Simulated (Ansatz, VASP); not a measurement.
One calculation of H, two programs

INCAR

```
SYSTEM = H
PREC = Accurate
ENCUT = 500
EDIFF = 1E-6
ISMEAR = -1
SIGMA = 0.01
LREAL = .FALSE.
LASPH = .TRUE.
NELM = 120
ALGO = Normal
ISIF = 2
LWAVE = .FALSE.
LCHARG = .TRUE.
GGA = PE
LELF = .TRUE.
LVHAR = .TRUE.
NBANDS = 8
GGA_COMPAT = .FALSE.
```

File KPOINTS:

```
Automatic mesh
0
G
  13 13 7
  0 0 0
```

The input POSCAR:

```
H
1.0
    2.0545193124      0.0000000000      0.0000000000
   -1.0272596562      1.7792659171      0.0000000000
    0.0000000000      0.0000000000      3.3004867062
H
2
Direct
    0.3333333333      0.6666666667      0.2500000000
    0.6666666667      0.3333333333      0.7500000000
```

Input for Ansatz:

```yaml
crystal:
  lattice:
    - [2.0545193124, 0.0, 0.0]
    - [-1.0272596562, 1.7792659171, 0.0]
    - [0.0, 0.0, 3.3004867062]
  atoms:
    - { symbol: H, position: [0.3333333333, 0.6666666667, 0.25] }
    - { symbol: H, position: [0.6666666667, 0.3333333333, 0.75] }
kpoints:
  mp_grid: { grid: [13, 13, 7] }
scf:
  occupations: { method: fermi_dirac, width: 0.01 }
hamiltonian:
  xc: pbe
  pseudopotentials: { kind: all_electron, lapw: { basis_error: 0.001 } }
output:
  forces: true
  stress: true
  eigenvalues: true
```

Change from the starting cell: volume scaled by 1.06.

Alike in both runs: task single point; functional PBE; k mesh 13 × 13 × 7; occupations fermi-dirac, width 0.01 eV; no spin polarisation.

|  | VASP | Ansatz |
| --- | --- | --- |
| version | VASP 6.6.1 | Ansatz 0.2.0 |
| potentials or method | VASP PAW PBE potentials, release 64 (H), cutoff 500 eV | all-electron LAPW, scalar-relativistic |

VASP gave:

| Property | Result |
| --- | --- |
| pressure (GPa) | -23.5 |
| traceless stress, the component that is largest in VASP (GPa) | -1.96 |

**Question.** Which values does Ansatz return?

**Answer.** Pressure (GPa): -23.3; traceless stress, the component that is largest in VASP (GPa): -1.97.

Ansatz ran all-electron here, and VASP with PAW potentials.
